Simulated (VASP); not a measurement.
Here is a VASP 6.6.1 calculation.

Contents of INCAR:

```
  PREC = Accurate
  ENCUT = 500
  EDIFF = 1E-6
  ISMEAR = -1
  SIGMA = 0.01
  LREAL = F
  LASPH = T
  NELM = 120
  ALGO = Normal
  ISIF = 2
  LWAVE = F
  LCHARG = T
  GGA = RE
  IVDW = 12
  LELF = T
  LVHAR = T
  NBANDS = 19
  GGA_COMPAT = F
```

Contents of KPOINTS:

```
Automatic mesh
0
Gamma
  12 12 4
```

Contents of POSCAR:

```
ZrS2
1.0
    3.6111836417     -0.0000002824      0.0000000000
   -1.8055915763      3.1273769126      0.0000000000
    0.0000000000      0.0000000000      5.5730270443
Zr S
1 2
Direct
    0.0000000000      0.0000000000      0.0000000000
    0.6666666667      0.3333333333      0.7366845270
    0.3333333333      0.6666666667      0.2633154730
```

Potentials or basis: VASP PAW PBE potentials, release 64 (Zr_sv, S).

The run is started by

```sh
$ cat potpaw_PBE.64/Zr_sv/POTCAR potpaw_PBE.64/S/POTCAR > POTCAR
$ mpirun -np 1 vasp_std > vasp.out
```

Problem. What does it give for the dispersion energy per atom?

Solution. -0.730 eV.

Problem. Predict the largest force.

Solution. 0.004 eV/Å.

Problem. Predict the band gap on the k mesh.

Solution. 0.49 eV (least direct gap 1.31 eV).

Forces on the atoms (eV/Å):
```
Zr   0.000  0.000  0.000
S    0.000  0.000 -0.004
S    0.000  0.000  0.004
```

Caveat: semilocal functionals underestimate gaps, and a narrow one can read as zero; the PAW data sets were made with another functional, which shifts forces and pressure a little. A k mesh can miss the band edges.
